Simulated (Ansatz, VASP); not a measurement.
# Two plane-wave programs on MgTe

POSCAR

```
MgTe
1.0
    4.4403065765      0.0000000000      0.0000000000
   -2.2201532883      3.8454182958      0.0000000000
    0.0000000000      0.0000000000      7.2314365817
Mg Te
2 2
Direct
    0.3333333333      0.6666666667     -0.0006080519
    0.6666666667      0.3333333333      0.4993919481
    0.3333333333      0.6666666667      0.3756080519
    0.6666666667      0.3333333333      0.8756080519
```

INCAR.step1

```
SYSTEM = MgTe
  PREC = Accurate
  ENCUT = 520
  EDIFF = 1E-5
  ISMEAR = 0
  SIGMA = 0.01
  LREAL = .False.
  LASPH = .True.
  NELM = 120
  ALGO = Normal
  ISIF = 2
  LWAVE = .True.
  NBANDS = 16
  GGA = PE
  GGA_COMPAT = .False.
```

INCAR.step2

```
SYSTEM = MgTe
  PREC = Accurate
  ENCUT = 520
  EDIFF = 1E-6
  ISMEAR = 0
  SIGMA = 0.01
  LREAL = .False.
  LASPH = .True.
  NELM = 120
  ALGO = Normal
  ISIF = 2
  LWAVE = .False.
  LCHARG = .True.
  GGA = PE
  LHFCALC = .True.
  HFSCREEN = 0.2079
  PRECFOCK = Normal
  LELF = .True.
  LVHAR = .True.
  NBANDS = 16
  ISTART = 1
  GGA_COMPAT = .False.
```

File KPOINTS:

```
Automatic mesh
0
Gamma
  6 6 2
  0 0 0
```

Input for Ansatz:

```yaml
crystal:
  lattice:
    - [4.4403065765, 0.0, 0.0]
    - [-2.2201532883, 3.8454182958, 0.0]
    - [0.0, 0.0, 7.2314365817]
  atoms:
    - { symbol: Mg, position: [0.3333333333, 0.6666666667, -0.0006080519] }
    - { symbol: Mg, position: [0.6666666667, 0.3333333333, 0.4993919481] }
    - { symbol: Te, position: [0.3333333333, 0.6666666667, 0.3756080519] }
    - { symbol: Te, position: [0.6666666667, 0.3333333333, 0.8756080519] }
kpoints:
  mp_grid: { grid: [6, 6, 2] }
  band_path:
    path:
      - [0.0, 0.0, 0.0]
      - [0.5, 0.0, 0.0]
      - [0.3333333333, 0.3333333333, 0.0]
      - [0.0, 0.0, 0.5]
      - [0.5, 0.0, 0.5]
      - [0.3333333333, 0.3333333333, 0.5]
      - [-0.010417, 0.005208, 0.0]
    npoints: 1
hamiltonian:
  xc: hse06
scf:
  occupations: { method: fixed }
  n_extra_bands: 5
output:
  forces: true
  stress: true
  eigenvalues: true
```

Change from the starting cell: hydrostatic strain -3.0%.

Alike in both runs: task single point; functional HSE06; k mesh 6 × 6 × 2; no spin polarisation.

|  | VASP | Ansatz |
| --- | --- | --- |
| version | VASP 6.6.1 | Ansatz 0.2.0 |
| potentials or method | VASP PAW PBE potentials, release 64 (Mg, Te) | plane waves, PAW |
| plane-wave cutoff (eV) | 520 | 420 |
| occupations | gaussian, width 0.01 eV | fixed |
| valence electrons in the cell | 16 | 52 |

```csv
,VASP,Ansatz,Ansatz less VASP
gap on the k mesh at the Fermi level (eV),3.66,3.78,+0.124
pressure (GPa),3.8,4.0,+0.19
```

VASP's potentials hold 16 valence electrons a cell and Ansatz's 52, so a difference there can come from the potentials and not from the codes. Ansatz's warnings: stress exchange threshold loose, stress scf threshold loose.

The k mesh is coarse, so the values compare programs but aren't converged. Spin-orbit coupling is off throughout.
